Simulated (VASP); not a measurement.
## Ge2H3: single point with PBE

System: Ge2H3, a wire with vacuum.

```
Ge H
1.0
    15.10000    0.00000    0.00000
     0.00000   16.80000    0.00000
     0.00000    0.00000    5.83547
Ge H
8 12
Direct
  0.63841 0.50000 0.50000
  0.36130 0.40637 0.22420
  0.36130 0.59363 0.77580
  0.45130 0.50000 0.00000
  0.54322 0.41811 0.74337
  0.45250 0.33230 0.49715
  0.45250 0.66770 0.50285
  0.54322 0.58189 0.25663
  0.69876 0.44627 0.35201
  0.69876 0.55373 0.64799
  0.28667 0.45075 0.35226
  0.31650 0.34712 0.05756
  0.28667 0.54925 0.64774
  0.31650 0.65288 0.94244
  0.60132 0.36307 0.89559
  0.39303 0.27768 0.64488
  0.51570 0.27787 0.35935
  0.39303 0.72232 0.35512
  0.51570 0.72213 0.64065
  0.60132 0.63693 0.10441
```

| Item | Value |
| --- | --- |
| Program | VASP 6.6.1 |
| Task | single point |
| Functional | PBE |
| Potentials or basis | VASP PAW PBE potentials, release 64 (Ge_d, H) |
| Cutoff | 520 eV |
| k mesh | 1 × 1 × 10 |
| Occupations | gaussian, width 0.05 eV |
| Spin | no spin polarisation |
| Dipole correction | no |
| Further INCAR settings | LREAL = Auto; ALGO = Normal; EDIFF = 1e-07; NBANDS = 78 |

```yaml
Largest_force: 0.033 eV/Å
Band_gap_on_the_k_mesh: 3.89 eV (least direct gap 4.03 eV)
```

Forces on the atoms (eV/Å):
```
Ge   0.029  0.000  0.000
Ge  -0.030 -0.007 -0.007
Ge  -0.030  0.007  0.007
Ge  -0.006  0.000  0.000
Ge   0.015 -0.012  0.014
Ge   0.005 -0.032  0.001
Ge   0.005  0.032 -0.001
Ge   0.015  0.012 -0.014
H   -0.018  0.016  0.016
H   -0.018 -0.016 -0.016
H    0.017 -0.005 -0.005
H    0.018  0.017  0.019
H    0.017  0.005  0.005
H    0.018 -0.017 -0.019
H   -0.015  0.015 -0.016
H    0.016  0.018 -0.016
H   -0.019  0.019  0.017
H    0.016 -0.018  0.016
H   -0.019 -0.019 -0.017
H   -0.015 -0.015  0.016
```

Levels at points of the mesh, in eV from the valence-band top:
| k point | band 58 | band 59 | band 60 | band 61 | band 62 | band 63 | band 64 | band 65 | band 66 | band 67 |
| --- | --- | --- | --- | --- | --- | --- | --- | --- | --- | --- |
| (0.00, 0.00, 0.00) | -1.07 | -0.64 | -0.17 | -0.13 | 0.00 | 4.07 | 4.28 | 4.35 | 4.49 | 4.61 |
| (0.00, 0.00, 0.50) | -0.88 | -0.70 | -0.22 | -0.20 | -0.14 | 3.89 | 4.14 | 4.28 | 4.71 | 5.07 |

It took 64 min on 1 thread of Intel Xeon 8259CL (shared host), peak memory 1.4 GiB.
